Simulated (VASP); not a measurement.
# Pt (P6_3/mmc) in VASP: notebook

The runs below take Pt through single point, with PBEsol.

Everything below comes from runs of VASP 6.6.1. Logs are shortened: lines on timing, memory, paths and dates and some standing lists are left out, and cuts for length are marked.

## (1) The cell of the first run

It takes space group P6_3/mmc (No. 194, hexagonal). Conventional cell: a = 2.793 Å, b = 2.793 Å, c = 4.471 Å, α = 90.00°, β = 90.00°, γ = 120.00°. Pt (site symmetry -6m2) has 12 Pt at 2.76 to 2.79 Å within 3.6 Å.

This isn't the form of Pt at room conditions, which is fcc.

## (2) Single point, PBEsol (strain +0.025 along x and y, -0.050 along z)

INCAR reads:

```
SYSTEM = Pt
PREC = Accurate
ENCUT = 520
EDIFF = 1E-6
ISMEAR = 0
SIGMA = 0.15
LREAL = .False.
LASPH = .True.
NELM = 80
ALGO = Fast
ISIF = 2
LWAVE = .False.
LCHARG = .False.
GGA = PS
NBANDS = 17
```

KPOINTS reads:

```
regular mesh
0
Gamma
  24 24 14
  0 0 0
```

POSCAR reads:

```
Pt
1.0
    2.7932988608      0.0000000000      0.0000000000
   -1.3966494304      2.4190677738      0.0000000000
    0.0000000000      0.0000000000      4.4714653493
Pt
2
Direct
    0.6666666667      0.3333333333      0.7500000000
    0.3333333333      0.6666666667      0.2500000000
```

Potentials or basis: VASP PAW PBE potentials, release 64 (Pt).

On the command line:

```sh
cat potpaw_PBE.64/Pt/POTCAR > POTCAR
mpirun -np 1 vasp_std > vasp.out
```

OUTCAR:

```text
SYSTEM = Pt
   PREC = Accurate
   ENCUT = 520
   EDIFF = 1E-6
   ISMEAR = 0
   LREAL = .False.
   LASPH = .True.
   NELM = 80
   ISIF = 2
   GGA = PS

 ion  position               nearest neighbor table
   1  0.667  0.333  0.750-   2 2.76   2 2.76   2 2.76   2 2.76   2 2.76   2 2.76
   2  0.333  0.667  0.250-   1 2.76   1 2.76   1 2.76   1 2.76   1 2.76   1 2.76

  LATTYP: Found a hexagonal cell.
 ALAT       =     2.7932988608
 C/A-ratio  =     1.6007830068

  Lattice vectors:

 A1 = (   2.7932988608,   0.0000000000,   0.0000000000)
 A2 = (  -1.3966494304,   2.4190677738,   0.0000000000)
 A3 = (   0.0000000000,   0.0000000000,   4.4714653493)

Analysis of symmetry for initial positions (statically):
=====================================================================
 Subroutine PRICEL returns:
 Original cell was already a primitive cell.

 Routine SETGRP: Setting up the symmetry group for a
 hexagonal supercell.

 Subroutine GETGRP returns: Found 24 space group operations
 (whereof 12 operations were pure point group operations)
 out of a pool of 24 trial point group operations.

The static configuration has the point symmetry D_3d.
 The point group associated with its full space group is D_6h.

Analysis of symmetry for dynamics (positions and initial velocities):
=====================================================================
 Subroutine PRICEL returns:
 Original cell was already a primitive cell.

 Routine SETGRP: Setting up the symmetry group for a
 hexagonal supercell.

 Subroutine GETGRP returns: Found 24 space group operations
 (whereof 12 operations were pure point group operations)
 out of a pool of 24 trial point group operations.

The dynamic configuration has the point symmetry D_3d.
 The point group associated with its full space group is D_6h.

 Subroutine INISYM returns: Found 24 space group operations
 (whereof 12 operations are pure point group operations),
 and found     1 'primitive' translations

----------------------------------------------------------------------------------------

                                     Primitive cell

  volume of cell :      30.2145

  direct lattice vectors                    reciprocal lattice vectors
     2.793298861  0.000000000  0.000000000     0.357999645  0.206691191  0.000000000
    -1.396649430  2.419067774  0.000000000     0.000000000  0.413382383  0.000000000
     0.000000000  0.000000000  4.471465349     0.000000000  0.000000000  0.223640333

  length of vectors
     2.793298861  2.793298861  4.471465349     0.413382383  0.413382383  0.223640333

  position of ions in fractional coordinates (direct lattice)
[... 77 lines left out ...]
   ENCUT  =  520.0 eV  38.22 Ry    6.18 a.u.   5.19  5.19  8.31*2*pi/ulx,y,z
   NELM   =     80;   NELMIN=  2; NELMDL= -5     # of ELM steps
   EDIFF  = 0.1E-05   stopping-criterion for ELM
   LREAL  =      F    real-space projection
   EDIFFG = 0.1E-04   stopping-criterion for IOM
   NSW    =      0    number of steps for IOM
   IBRION =     -1    ionic relax: 0-MD 1-quasi-New 2-CG
   NFREE  =      0    steps in history (QN), initial steepest desc. (CG)
   ISIF   =      2    stress and relaxation
   ISYM   =      2    0-nonsym 1-usesym 2-fastsym
   POTIM  = 0.5000    time-step for ionic-motion
   TEBEG  =    0.0;   TEEND  =   0.0 temperature during run
   PSTRESS=    0.0 pullay stress
   NELECT =      20.0000    total number of electrons
   NUPDOWN=      -1.0000    fix difference up-down
   EMIN   =  10.00;   EMAX   =-10.00  energy-range for DOS
   EFERMI =   0.00;   METHOD = LEGACY
   ISMEAR =     0;   SIGMA  =   0.15  broadening in eV -4-tet -1-fermi 0-gaus
   EFERMI_NEDOS =   21; number of points for ismear=-14 and -15
   IALGO  =     68    algorithm
   IMIX   =      4    mixing-type and parameters
     AMIX     =   0.40;   BMIX     =  1.00
     AMIX_MAG =   1.60;   BMIX_MAG =  1.00
  volume/ion in A,a.u.               =      15.11       101.95
  Fermi-wavevector in a.u.,A,eV,Ry     =   1.426745  2.696157 27.696041  2.035602
  Thomas-Fermi vector in A             =   2.546989
   LORBIT       =      0    0 simple, 1 ext, 2 COOP (PROOUT), +10 PAW based schemes
   GGA     = PS    functional components
   LHFCALC =     F    Hartree Fock is set to
   AEXX    =    0.0000 exact exchange contribution
   IVDW    =     0    specifies the selected vdW correction
   LEPSILON=     F    determine dielectric tensor
   LRPA    =     F    only Hartree local field effects (RPA)
 non-spin polarized calculation
 RMM-DIIS sequential band-by-band and
 Gauss-broadening in eV      SIGMA  =   0.15
  energy-cutoff  :      520.00
  volume of cell :       30.21
 maximum number of plane-waves:       829
 NGX is ok and might be reduce to    24
   NGX = 11   NGY = 11   NGZ = 17

 number of electron      19.9999999 magnetization

 Free energy of the ion-electron system (eV)
  ---------------------------------------------------
  ext. energy  EPLUGINS =         0.00000000
  ---------------------------------------------------
  free energy    TOTEN  =       -13.76444130 eV

  energy without entropy =      -13.71353820  energy(sigma->0) =      -13.73898975

 E-fermi :  11.0713     XC(G=0): -13.6158

 val. band max:       11.0712871488   @ k =   0.3750   0.1667   0.0000
 cond. band min:      11.0716167119   @ k =   0.2917   0.1667   0.0000
 fundamental gap:      0.0003295631
 Fermi energy:        11.0713446097

 k-point     1 :       0.0000    0.0000    0.0000
  band No.  band energies     occupation
      1       0.7853      2.00000
      2       3.7639      2.00000
      3       7.4097      2.00000
      4       7.4097      2.00000
      5       7.4305      2.00000
      6       7.9547      2.00000
[... 457 lines left out ...]
      4       7.1016      2.00000
      5       7.7437      2.00000
      6       7.7834      2.00000
[... 9 lines left out ...]
     16      22.3833      0.00000
     17      24.8564      0.00000

 [... further k-points ...]
[... 5 lines left out ...]
  --------------------------------------------------------------------------------------
  -------------------------------------------------------------------------------------
  Total       -0.5955320     -0.5955320      1.4333371     -0.0000000      0.0000000      0.0000000
  in kB      -31.5791462    -31.5791462     76.0052543     -0.0000000      0.0000000      0.0000000
  external PRESSURE =       4.2823206 kB  Pullay stress =       0.0000000 kB

 VOLUME and BASIS-vectors are now :
 -----------------------------------------------------------------------------
  energy-cutoff  :      520.00
  volume of cell :       30.21
      direct lattice vectors                 reciprocal lattice vectors
     2.793298861  0.000000000  0.000000000     0.357999645  0.206691191  0.000000000
    -1.396649430  2.419067774  0.000000000     0.000000000  0.413382383  0.000000000
     0.000000000  0.000000000  4.471465349     0.000000000  0.000000000  0.223640333

 POSITION                                       TOTAL-FORCE (eV/Angst)
 -----------------------------------------------------------------------------------
      1.39665      0.80636      3.35360         0.000000      0.000000      0.000000
     -0.00000      1.61271      1.11787        -0.000000     -0.000000      0.000000
 -----------------------------------------------------------------------------------
    total drift:                               -0.000000      0.000000     -0.000000

  FREE ENERGIE OF THE ION-ELECTRON SYSTEM (eV)
  ---------------------------------------------------
  free  energy   TOTEN  =       -13.7644413045 eV

  energy  without entropy=      -13.7135382030  energy(sigma->0) =      -13.73898975
```

stdout:

```text
POSCAR found type information on POSCAR Pt
 POSCAR found :  1 types and       2 ions
 scaLAPACK will be used
 -----------------------------------------------------------------------------
|                                                                             |
|                                                                             |
|     You enforced a specific xc type in the INCAR file but a different       |
|     I HOPE YOU KNOW WHAT YOU ARE DOING!                                     |
|                                                                             |
 -----------------------------------------------------------------------------

 LDA part: xc-table for (Slater+PW92), standard interpolation
 POSCAR, INCAR and KPOINTS ok, starting setup
 FFT: planning ... GRIDC
 FFT: planning ... GRID_SOFT
 FFT: planning ... GRID
 WAVECAR not read
 entering main loop
```

Wall time 6.8 min (1 thread of Intel Xeon 8259CL, shared host); peak memory 0.32 GiB.

Results:

```yaml
Free_energy: -13.7644 eV
Pressure: 0.4 GPa
Band_gap_on_the_k_mesh: zero (bands 10 and 11 overlap by 1.26 eV)
```

Stress tensor (GPa, compression positive):
```
-3.16  0.00  0.00
 0.00 -3.16  0.00
 0.00  0.00  7.60
```

Caveat: the cell differs from its parent crystal (strain +0.025 along x and y, -0.050 along z); the stress differs along the axes, from -3 to 8 GPa; the PAW data sets were made with another functional, which shifts forces and pressure a little; spin-orbit coupling is left out, which moves the levels of the heavy elements.

## (3) Single point, PBEsol (strain +0.025 along x and y, -0.025 along z)

INCAR reads:

```
ALGO     = Fast           # electronic algorithm
EDIFF    = 1E-6           # SCF threshold, eV
ENCUT    = 520            # plane-wave cutoff, eV
GGA      = PS             # functional
ISIF     = 2              # what is computed and relaxed
ISMEAR   = 0              # smearing method
LASPH    = T              # aspherical terms in the spheres
LCHARG   = F              # write CHGCAR
LREAL    = F              # projectors in reciprocal space
LWAVE    = F              # write WAVECAR
NBANDS   = 17             # bands
NELM     = 60             # most SCF steps
PREC     = Accurate       # precision mode
SIGMA    = 0.15           # smearing width, eV
```

KPOINTS reads:

```
k-points
0
Gamma
  24 24 14
```

POSCAR: that of step 2 with these lines changed.

```diff
@@ -4,3 +4,3 @@
    -1.3966494304      2.4190677738      0.0000000000
-    0.0000000000      0.0000000000      4.4714653493
+    0.0000000000      0.0000000000      4.5891354900
 Pt
```

Potentials or basis: VASP PAW PBE potentials, release 64 (Pt).

On the command line:

```sh
cat potpaw_PBE.64/Pt/POTCAR > POTCAR
mpirun -np 1 vasp_std > vasp.out
```

Wall time 5.3 min (1 thread of Intel Xeon 8259CL, shared host); peak memory 0.33 GiB.

Results (log left out):

* Free energy: -13.7787 eV
* Pressure: -6.9 GPa
* Band gap on the k mesh: zero (bands 10 and 11 overlap by 1.22 eV)

Stress tensor (GPa, compression positive):
```
-9.40  0.00  0.00
 0.00 -9.40  0.00
 0.00  0.00 -1.87
```

Levels at points of the mesh, in eV from the Fermi level:
| k point | band 6 | band 7 | band 8 | band 9 | band 10 | band 11 | band 12 | band 13 | band 14 | band 15 |
| --- | --- | --- | --- | --- | --- | --- | --- | --- | --- | --- |
| (0.00, 0.00, 0.00) | -3.03 | -3.03 | -2.25 | -2.25 | -0.47 | -0.27 | -0.27 | 5.46 | 14.77 | 16.49 |
| (0.50, 0.00, 0.00) | -2.95 | -2.86 | 0.04 | 0.17 | 0.33 | 2.15 | 3.53 | 7.48 | 9.26 | 9.80 |
| (0.00, 0.00, 0.50) | -3.58 | -3.58 | -3.58 | -0.88 | -0.88 | -0.88 | -0.88 | 13.10 | 13.10 | 15.37 |
| (0.50, 0.00, 0.50) | -2.07 | -0.95 | -0.95 | 0.22 | 0.22 | 1.63 | 1.63 | 6.34 | 6.34 | 14.90 |

Caveat: the cell differs from its parent crystal (strain +0.025 along x and y, -0.025 along z); the stress differs along the axes, from -9 to -2 GPa; the PAW data sets were made with another functional, which shifts forces and pressure a little; spin-orbit coupling is left out, which moves the levels of the heavy elements.

(Part 1 of 2 ends here.)
